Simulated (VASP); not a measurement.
A run of VASP 6.6.1 is set up as follows.

Contents of INCAR:

```
SYSTEM = ZnSe
  PREC = Accurate
  ENCUT = 500
  EDIFF = 1E-6
  ISMEAR = 0
  SIGMA = 0.01
  LREAL = .FALSE.
  LASPH = .TRUE.
  NELM = 120
  ALGO = Normal
  ISIF = 2
  LWAVE = .FALSE.
  LCHARG = .TRUE.
  GGA = B5
  ALDAX = 1.0
  AGGAX = 1.0
  AGGAC = 1.0
  ALDAC = 0.0
  LELF = .TRUE.
  LVHAR = .TRUE.
  NBANDS = 26
  GGA_COMPAT = .FALSE.
```

File KPOINTS:

```
regular mesh
0
G
  6 6 4
  0 0 0
```

POSCAR

```
ZnSe
1.0
    4.1077020000      0.0000000000      0.0000000000
    0.0000000000      4.1077020000      0.0000000000
    0.0000000000      0.0000000000      6.0703500000
Zn Se
2 2
Direct
    1.0000000000      0.0000000000      0.0000000000
    0.5000000000      0.5000000000      0.0000000000
    1.0000000000      0.5000000000      0.2462800000
    0.5000000000      0.0000000000      0.7537200000
```

Potentials or basis: VASP PAW PBE potentials, release 64 (Zn, Se).

Command:

```bash
$ cat potpaw_PBE.64/Zn/POTCAR potpaw_PBE.64/Se/POTCAR > POTCAR
$ mpirun -np 1 vasp_std > vasp.out
```

Q: What does it give for the pressure?

A: 3.0 GPa.

Q: What does it give for the largest force?

A: 0.264 eV/Å.

Stress tensor (GPa, compression positive):
```
3.35 0.00 0.00
0.00 3.35 0.00
0.00 0.00 2.21
```

Caveat: the PAW data sets were made with another functional, which shifts forces and pressure a little.
